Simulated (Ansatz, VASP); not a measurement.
## One calculation of Mg5O, two programs

```xyz
6
Lattice="-3.6119 3.6119 2.2367 3.6119 -3.6119 2.2367 3.6119 3.6119 -2.2367" Properties=species:S:1:pos:R:3 pbc="T T T"
Mg    5.0788    0.0000    0.0000
Mg    2.1449    0.0000    0.0000
Mg    0.0000    2.1449    0.0000
Mg    0.0000    5.0788    0.0000
Mg    0.0000    0.0000    2.2367
O     0.0000    0.0000    0.0000
```

Alike in both runs: functional PBE; k mesh 4 × 4 × 4; occupations gaussian, width 0.2 eV; no spin polarisation.

Ansatz relaxed the structure, and its values are those at the end. VASP's run is a single point on that final structure, the one shown.

|  | VASP | Ansatz |
| --- | --- | --- |
| version | VASP 6.6.1 | Ansatz 0.2.0 |
| potentials or method | VASP PAW PBE potentials, release 64 (Mg, O), cutoff 600 eV | scalar-relativistic, plane waves, PAW |
| valence electrons in the cell | 16 | 56 |

|  | VASP | Ansatz | Ansatz less VASP |
| --- | --- | --- | --- |
| gap on the k mesh at the Fermi level (eV) | none | none | - |
| pressure (GPa) | -0.2 | 0.1 | +0.22 |

A gap of «none» marks a metal or a gap that the smearing closes. VASP's potentials hold 16 valence electrons a cell and Ansatz's 56, so a difference there can come from the potentials and not from the codes.

The k mesh is coarse, so the values compare programs but aren't converged.
